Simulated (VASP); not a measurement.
A run of VASP 6.6.1 is set up as follows.

Contents of INCAR:

```
  PREC = Accurate
  ENCUT = 500
  EDIFF = 1E-6
  ISMEAR = 1
  SIGMA = 0.05
  LREAL = False
  LASPH = True
  NELM = 200
  ALGO = Normal
  ISIF = 2
  LWAVE = False
  LCHARG = False
  ISPIN = 2
  MAGMOM = 5.2 0
  LORBIT = 11
  LMAXMIX = 4
  GGA = PS
  NBANDS = 23
  GGA_COMPAT = False
```

The input KPOINTS:

```
Automatic mesh
0
Gamma
  4 4 4
```

File POSCAR:

```
MnAu
1.0
    3.2077600000      0.0000000000      0.0000000000
    0.0000000000      3.2077600000      0.0000000000
    0.0000000000      0.0000000000      3.2077600000
Mn Au
1 1
Direct
    0.5000000000      0.5000000000      0.5000000000
    0.0000000000      0.0000000000      0.0000000000
```

Potentials or basis: VASP PAW PBE potentials, release 64 (Mn_pv, Au).

The run is started by

```bash
$ cat potpaw_PBE.64/Mn_pv/POTCAR potpaw_PBE.64/Au/POTCAR > POTCAR
$ mpirun -np 1 vasp_std > vasp.out
```

Task: Estimate the net moment.

Result: 4.34 μB per cell.

Task: What does it give for the site moments?

Result: Mn +4.01; Au +0.13 μB.

Caveat: the k points lie up to 0.49 Å⁻¹ apart.
